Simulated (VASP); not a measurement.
A run of VASP 6.6.1:

Contents of POSCAR:

```
Ti
1.0
    0.0000000000      2.0909000000      2.0604500000
    2.0909000000      0.0000000000      2.0604500000
    2.0909000000      2.0909000000      0.0000000000
Ti
1
Direct
    0.0000000000      0.0000000000      0.0000000000
```

INCAR.step1

```
SYSTEM = Ti
  PREC = Accurate
  ENCUT = 520
  ISMEAR = 0
  SIGMA = 0.15
  LREAL = .FALSE.
  LASPH = .TRUE.
  NELM = 80
  NBANDS = 12
  GGA = PE
  ALGO = Normal
  EDIFF = 1E-4
  LWAVE = .TRUE.
  LCHARG = .FALSE.
```

The input INCAR.step2:

```
SYSTEM = Ti
  PREC = Accurate
  ENCUT = 520
  EDIFF = 1E-6
  ISMEAR = 0
  SIGMA = 0.15
  LREAL = .FALSE.
  LASPH = .TRUE.
  NELM = 80
  ALGO = Normal
  ISIF = 2
  LWAVE = .FALSE.
  LCHARG = .TRUE.
  METAGGA = R2SCAN
  LMIXTAU = .TRUE.
  LELF = .TRUE.
  LVHAR = .TRUE.
  NBANDS = 12
  ISTART = 1
```

KPOINTS

```
Automatic mesh
0
G
  20 20 20
  0 0 0
```

Potentials or basis: VASP PAW PBE potentials, release 64 (Ti_sv).

Launch:

```sh
$ cat potpaw_PBE.64/Ti_sv/POTCAR > POTCAR
$ cp INCAR.step1 INCAR
$ mpirun -np 1 vasp_std > vasp.out
$ cp INCAR.step2 INCAR
$ mpirun -np 1 vasp_std > vasp.out
```

Hardware: 1 thread of Intel(R) Xeon(R) 6975P-C (Granite Rapids) (shared host).

Question: How long does it take, and how much memory?

Answer: Wall time 2.7 min on 1 thread of Intel(R) Xeon(R) 6975P-C (Granite Rapids), on a shared host, peak memory 0.25 GiB. Counts: k points 641.
